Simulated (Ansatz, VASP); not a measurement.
# Bi: VASP beside Ansatz

```
CELL_PARAMETERS angstrom
0.00000 2.46821 2.46821
2.46821 0.00000 2.46821
2.46821 2.46821 0.00000
ATOMIC_POSITIONS crystal
Bi 0.00000 0.00000 0.00000
```

Alike in both runs: functional PBEsol; k mesh 15 × 15 × 15; occupations fermi-dirac, width 0.05 eV; no spin polarisation.

Ansatz relaxed the structure, and its values are those at the end. VASP's run is a single point on that final structure, the one shown.

|  | VASP | Ansatz |
| --- | --- | --- |
| version | VASP 6.6.1 | Ansatz 0.2.0 |
| potentials or method | VASP PAW PBE potentials, release 64 (Bi_d) | PAW with Ansatz's default frozen-core files, scalar-relativistic |
| plane-wave cutoff (eV) | 520 | 420 |
| valence electrons in the cell | 15 | 15 |

|  | VASP | Ansatz | Ansatz less VASP |
| --- | --- | --- | --- |
| pressure (GPa) | -0.1 | 0.0 | +0.07 |

VASP's potentials were made for PBE, not for PBEsol.

Neither program's run includes spin-orbit coupling.
